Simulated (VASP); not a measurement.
The system is InSb (zincblende type).

```
CELL_PARAMETERS angstrom
0.00000 3.10723 3.10723
3.10723 0.00000 3.10723
3.10723 3.10723 0.00000
ATOMIC_POSITIONS crystal
In 0.00000 0.00000 0.00000
Sb 0.25000 0.25000 0.25000
```

| Quantity | Value |
| --- | --- |
| Program | VASP 6.6.1 |
| Task | relaxation of cell and atoms |
| Functional | r2SCAN |
| Potentials or basis | VASP PAW PBE potentials, release 64 (In_d, Sb) |
| Cutoff | 600 eV |
| k mesh | 11 × 11 × 11 |
| Occupations | fermi-dirac, width 0.1 eV |
| Spin | no spin polarisation |

At the start: pressure 10.3 GPa; volume 30.00 Å³/atom.

Question: How do energy, volume and symmetry change on relaxing?

Answer: Over 3 steps the energy falls by 144.1 meV/atom and the volume is 35.23 Å³/atom (+17.4 %); space group F-43m (No. 216, to 0.1 Å) before and after.

Step by step:
```csv
step,energy change (eV),largest force (eV/Å),pressure (GPa),volume (Å³)
1,0.0000,0.0000,10.30,60.00
2,-0.1901,0.0000,-3.58,78.35
3,-0.2881,0.0000,0.02,70.46
```

Final structure:
```
CELL_PARAMETERS angstrom
0.00000 3.27825 3.27825
3.27825 0.00000 3.27825
3.27825 3.27825 0.00000
ATOMIC_POSITIONS crystal
In 0.00000 0.00000 0.00000
Sb 0.25000 0.25000 0.25000
```

Caveat: the volume moved by over 15 % at a fixed basis, so the end points are rough; the PAW data sets were made with another functional, which shifts forces and pressure a little.
